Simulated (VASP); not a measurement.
# MoCl (R-3m) in VASP: single point with PBE

Aim: the single point of MoCl with PBE.

All numbers are computed with VASP 6.6.1; they aren't measurements. Logs are shortened: lines on timing, memory, paths and dates and some standing lists are left out, and cuts for length are marked.

## (1) The cell of the first run

Symmetry: R-3m, No. 166, trigonal system. The conventional cell has a = 2.998 Å, b = 2.998 Å, c = 30.225 Å, α = 90.00°, β = 90.00°, γ = 120.00°. Within 3.3 Å of Mo (site symmetry 3m) lie 3 Cl at 2.46 Å and 9 Mo at 2.96 to 3.00 Å. Within 3.3 Å of Cl (site symmetry 3m) lie 3 Mo at 2.46 Å and 6 Cl at 3.00 Å.

## (2) Single point, PBE

File INCAR:

```
SYSTEM = MoCl
ALGO = Normal ; EDIFF = 1E-6
ENCUT = 520 ; GGA = PE
ISIF = 2 ; ISMEAR = 0
LASPH = .True. ; LCHARG = .False.
LREAL = .False. ; LWAVE = .False.
NBANDS = 29 ; NELM = 80
PREC = Accurate ; SIGMA = 0.2
```

File KPOINTS:

```
k-points
0
Gamma
  12 12 12
  0 0 0
```

File POSCAR:

```
MoCl
1.0
   -1.4988793256      2.5961351463      0.0000000000
   -2.9977586512      0.0000000000      0.0000000000
   -1.4988793256      0.8653783821     10.0748858854
Mo Cl
2 2
Direct
    0.7937002612      0.7937002612      0.6188992164
    0.2062997388      0.2062997388      0.3811007836
    0.4023695606      0.4023695606      0.7928913181
    0.5976304394      0.5976304394      0.2071086819
```

Potentials or basis: VASP PAW PBE potentials, release 64 (Mo_sv, Cl).

The run is started by

```sh
cat potpaw_PBE.64/Mo_sv/POTCAR potpaw_PBE.64/Cl/POTCAR > POTCAR
mpirun -np 1 vasp_std > vasp.out
```

OUTCAR:

```text
SYSTEM = MoCl
   EDIFF = 1E-6
   ENCUT = 520
   GGA = PE
   ISIF = 2
   ISMEAR = 0
   LASPH = .True.
   LREAL = .False.
   NELM = 80
   PREC = Accurate

 ion  position               nearest neighbor table
   1  0.794  0.794  0.619-   3 2.46   3 2.46   3 2.46   2 2.96   2 2.96   2 2.96
   2  0.206  0.206  0.381-   4 2.46   4 2.46   4 2.46   1 2.96   1 2.96   1 2.96
   3  0.402  0.402  0.793-   1 2.46   1 2.46   1 2.46
   4  0.598  0.598  0.207-   2 2.46   2 2.46   2 2.46

  LATTYP: Found a trigonal (rhomboedric) cell.
 ALAT       =    10.2224676366
 COS(alpha) =     0.9570016445

  Lattice vectors:

 A1 = (  -0.0000000000,  -1.7307567642,  10.0748858854)
 A2 = (   1.4988793256,   0.8653783821,  10.0748858854)
 A3 = (  -1.4988793256,   0.8653783821,  10.0748858854)

Analysis of symmetry for initial positions (statically):
=====================================================================
 Subroutine PRICEL returns:
 Original cell was already a primitive cell.

 Routine SETGRP: Setting up the symmetry group for a
 trigonal (rhombohedral) supercell.

 Subroutine GETGRP returns: Found 12 space group operations
 (whereof 12 operations were pure point group operations)
 out of a pool of 12 trial point group operations.

The static configuration has the point symmetry D_3d.

Analysis of symmetry for dynamics (positions and initial velocities):
=====================================================================
 Subroutine PRICEL returns:
 Original cell was already a primitive cell.

 Routine SETGRP: Setting up the symmetry group for a
 trigonal (rhombohedral) supercell.

 Subroutine GETGRP returns: Found 12 space group operations
 (whereof 12 operations were pure point group operations)
 out of a pool of 12 trial point group operations.

The dynamic configuration has the point symmetry D_3d.

 Subroutine INISYM returns: Found 12 space group operations
 (whereof 12 operations are pure point group operations),
 and found     1 'primitive' translations

----------------------------------------------------------------------------------------

                                     Primitive cell

  volume of cell :      78.4087

  direct lattice vectors                    reciprocal lattice vectors
    -1.498879326  2.596135146  0.000000000     0.000000000  0.385187960 -0.033085569
    -2.997758651  0.000000000  0.000000000    -0.333582558 -0.192593980 -0.033085569
[... 84 lines left out ...]
   LNONCOLLINEAR =      F non collinear calculations
   LSORBIT =      F    spin-orbit coupling
   LASPH  =      T    aspherical Exc in radial PAW
   ENCUT  =  520.0 eV  38.22 Ry    6.18 a.u.   5.57  5.57 19.01*2*pi/ulx,y,z
   NELM   =     80;   NELMIN=  2; NELMDL= -5     # of ELM steps
   EDIFF  = 0.1E-05   stopping-criterion for ELM
   LREAL  =      F    real-space projection
   EDIFFG = 0.1E-04   stopping-criterion for IOM
   NSW    =      0    number of steps for IOM
[... 5 lines left out ...]
   TEBEG  =    0.0;   TEEND  =   0.0 temperature during run
   PSTRESS=    0.0 pullay stress
   NELECT =      42.0000    total number of electrons
   NUPDOWN=      -1.0000    fix difference up-down
   EMIN   =  10.00;   EMAX   =-10.00  energy-range for DOS
   EFERMI =   0.00;   METHOD = LEGACY
   ISMEAR =     0;   SIGMA  =   0.20  broadening in eV -4-tet -1-fermi 0-gaus
   EFERMI_NEDOS =   21; number of points for ismear=-14 and -15
   IALGO  =     38    algorithm
   IMIX   =      4    mixing-type and parameters
     AMIX     =   0.40;   BMIX     =  1.00
     AMIX_MAG =   1.60;   BMIX_MAG =  1.00
  volume/ion in A,a.u.               =      19.60       132.28
  Fermi-wavevector in a.u.,A,eV,Ry     =   1.329546  2.512477 24.050902  1.767691
  Thomas-Fermi vector in A             =   2.458700
   LORBIT       =      0    0 simple, 1 ext, 2 COOP (PROOUT), +10 PAW based schemes
   GGA     = PE    functional components
   LHFCALC =     F    Hartree Fock is set to
   AEXX    =    0.0000 exact exchange contribution
   IVDW    =     0    specifies the selected vdW correction
   LEPSILON=     F    determine dielectric tensor
   LRPA    =     F    only Hartree local field effects (RPA)
 non-spin polarized calculation
 Gauss-broadening in eV      SIGMA  =   0.20
  energy-cutoff  :      520.00
  volume of cell :       78.41
 maximum number of plane-waves:      2156
 NGX is ok and might be reduce to    24
   NGX = 11   NGY = 11   NGZ = 37

 number of electron      42.0000005 magnetization

 Free energy of the ion-electron system (eV)
  ---------------------------------------------------
  ext. energy  EPLUGINS =         0.00000000
  ---------------------------------------------------
  free energy    TOTEN  =       -26.22224654 eV

  energy without entropy =      -26.13636952  energy(sigma->0) =      -26.17930803

 E-fermi :   7.5531     XC(G=0): -10.4729

 val. band max:        7.5369794720   @ k =   0.5000   0.1667  -0.0000
 cond. band min:       7.5718146577   @ k =  -0.1667  -0.3333   0.3333
 fundamental gap:      0.0348351858
 Fermi energy:         7.5531149229

 k-point     1 :       0.0000    0.0000    0.0000
  band No.  band energies     occupation
      1     -53.8751      2.00000
      2     -53.8123      2.00000
      3     -28.2383      2.00000
      4     -27.8409      2.00000
      5     -27.5996      2.00000
      6     -27.5996      2.00000
[... 757 lines left out ...]
     28      13.2396      0.00000
     29      14.7670      0.00000

 [... further k-points ...]

------------------------ aborting loop because EDIFF is reached ----------------------------------------

  FORCE on cell =-STRESS in cart. coord.  units (eV):
  Direction    XX          YY          ZZ          XY          YZ          ZX
  --------------------------------------------------------------------------------------
  -------------------------------------------------------------------------------------
  Total        0.2260269      0.2260269     -0.1452427     -0.0000000     -0.0000000     -0.0000000
  in kB        4.6185595      4.6185595     -2.9678431     -0.0000000     -0.0000000     -0.0000000
  external PRESSURE =       2.0897587 kB  Pullay stress =       0.0000000 kB

 VOLUME and BASIS-vectors are now :
 -----------------------------------------------------------------------------
  energy-cutoff  :      520.00
  volume of cell :       78.41
      direct lattice vectors                 reciprocal lattice vectors
    -1.498879326  2.596135146  0.000000000     0.000000000  0.385187960 -0.033085569
    -2.997758651  0.000000000  0.000000000    -0.333582558 -0.192593980 -0.033085569
    -1.498879326  0.865378382 10.074885885     0.000000000  0.000000000  0.099256707

 POSITION                                       TOTAL-FORCE (eV/Angst)
 -----------------------------------------------------------------------------------
     -4.49664      2.59614      6.23534        -0.000000      0.000000     -0.132757
     -1.49888      0.86538      3.83955        -0.000000      0.000000      0.132757
     -2.99776      1.73076      7.98829         0.000000     -0.000000      0.034160
     -2.99776      1.73076      2.08660        -0.000000      0.000000     -0.034160
 -----------------------------------------------------------------------------------
    total drift:                               -0.000000      0.000000     -0.000000

  FREE ENERGIE OF THE ION-ELECTRON SYSTEM (eV)
  ---------------------------------------------------
  free  energy   TOTEN  =       -26.2222465448 eV

  energy  without entropy=      -26.1363695157  energy(sigma->0) =      -26.17930803
```

stdout:

```text
POSCAR found type information on POSCAR MoCl
 POSCAR found :  2 types and       4 ions
 scaLAPACK will be used
 LDA part: xc-table for (Slater+PW92), standard interpolation
 POSCAR, INCAR and KPOINTS ok, starting setup
 FFT: planning ... GRIDC
 FFT: planning ... GRID_SOFT
 FFT: planning ... GRID
 WAVECAR not read
 entering main loop
```

Run time: 10 min. Hardware: 1 thread of Oxide Virtual Turin-like, shared host; peak memory 0.42 GiB.

What came out:

```yaml
Free_energy: -26.2222 eV
Pressure: 0.2 GPa
Largest_force: 0.133 eV/Å
Band_gap_on_the_k_mesh: zero (bands 21 and 22 overlap by 0.80 eV)
```

Forces in eV/Å, atoms in the order of the input:
```
Mo   0.000  0.000 -0.133
Mo   0.000  0.000  0.133
Cl   0.000  0.000  0.034
Cl   0.000  0.000 -0.034
```

Stress tensor (GPa, compression positive):
```
 0.46  0.00  0.00
 0.00  0.46  0.00
 0.00  0.00 -0.30
```

Caveat: this functional lacks dispersion, which binds layers or chains, so the pressure and a relaxed spacing across them are unreliable.

The gap in the log of VASP goes by the Fermi energy; the results here count the filled bands.